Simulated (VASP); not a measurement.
Set up this calculation in VASP 6.6.1, as the native input.

| Property | Result |
| --- | --- |
| Task | single point |
| Functional | r2SCAN |
| Potentials or basis | VASP PAW PBE potentials, release 64 (Sr_sv, O) |
| Cutoff | 520 eV |
| k mesh | 12 × 12 × 4 |
| Occupations | gaussian, width 0.01 eV |
| Spin | no spin polarisation |
| Dipole correction | no |
| Further INCAR settings | ALGO = Normal; EDIFF = 1e-06; NBANDS = 24 |

SrO:

```
Sr O
1.0
     3.38935    0.00000    0.00000
    -1.69468    3.08585    0.00000
     0.00000    0.00000    6.25510
Sr O
2 2
Direct
  0.00000 0.00000 0.00000
  0.00000 0.00000 0.50000
  0.32829 0.65657 0.25000
  0.67171 0.34343 0.75000
```

This cell differs from its parent crystal: uniaxial x strain -4.9%.

The input as run:

POSCAR

```
SrO
1.0
    3.3893519944      0.0000000000      0.0000000000
   -1.6946759972      3.0858546358      0.0000000000
    0.0000000000      0.0000000000      6.2551048169
Sr O
2 2
Direct
    0.0000000000      0.0000000000      0.0000000000
    0.0000000000      0.0000000000      0.5000000000
    0.3282860134      0.6565720269      0.2500000000
    0.6717139866      0.3434279731      0.7500000000
```

INCAR.step1

```
SYSTEM = SrO
ALGO     = Normal         ! electronic algorithm
EDIFF    = 1E-4           ! SCF threshold, eV
ENCUT    = 520            ! plane-wave cutoff, eV
GGA      = PE             ! functional
ISMEAR   = 0              ! smearing method
LASPH    = .TRUE.         ! aspherical terms in the spheres
LCHARG   = .FALSE.        ! write CHGCAR
LREAL    = .FALSE.        ! projectors in reciprocal space
LWAVE    = .TRUE.         ! write WAVECAR
NBANDS   = 24             ! bands
NELM     = 60             ! most SCF steps
PREC     = Accurate       ! precision mode
SIGMA    = 0.01           ! smearing width, eV
```

INCAR.step2

```
SYSTEM = SrO
ALGO     = Normal         ! electronic algorithm
EDIFF    = 1E-6           ! SCF threshold, eV
ENCUT    = 520            ! plane-wave cutoff, eV
ISIF     = 2              ! what is computed and relaxed
ISMEAR   = 0              ! smearing method
ISTART   = 1            
LASPH    = .TRUE.         ! aspherical terms in the spheres
LCHARG   = .FALSE.        ! write CHGCAR
LMIXTAU  = .TRUE.       
LREAL    = .FALSE.        ! projectors in reciprocal space
LWAVE    = .FALSE.        ! write WAVECAR
METAGGA  = R2SCAN         ! meta-GGA
NBANDS   = 24             ! bands
NELM     = 60             ! most SCF steps
PREC     = Accurate       ! precision mode
SIGMA    = 0.01           ! smearing width, eV
```

KPOINTS

```
k-points
0
G
  12 12 4
  0 0 0
```

Potentials or basis: VASP PAW PBE potentials, release 64 (Sr_sv, O).

Command:

```sh
$ cat potpaw_PBE.64/Sr_sv/POTCAR potpaw_PBE.64/O/POTCAR > POTCAR
$ cp INCAR.step1 INCAR
$ mpirun -np 1 vasp_std > vasp.out
$ cp INCAR.step2 INCAR
$ mpirun -np 1 vasp_std > vasp.out
```

Results of the run:

| Property | Result |
| --- | --- |
| Pressure | 5.5 GPa |
| Largest force | 0.006 eV/Å |
| Band gap on the k mesh | 3.84 eV, direct |

Caveat: the cell differs from its parent crystal (uniaxial x strain -4.9%); the PAW data sets were made with another functional, which shifts forces and pressure a little.

Wall time 9 min on 1 thread of Intel(R) Xeon(R) Platinum 8375C CPU @ 2.90GHz (Ice Lake), with other jobs on the host, peak memory 0.32 GiB.
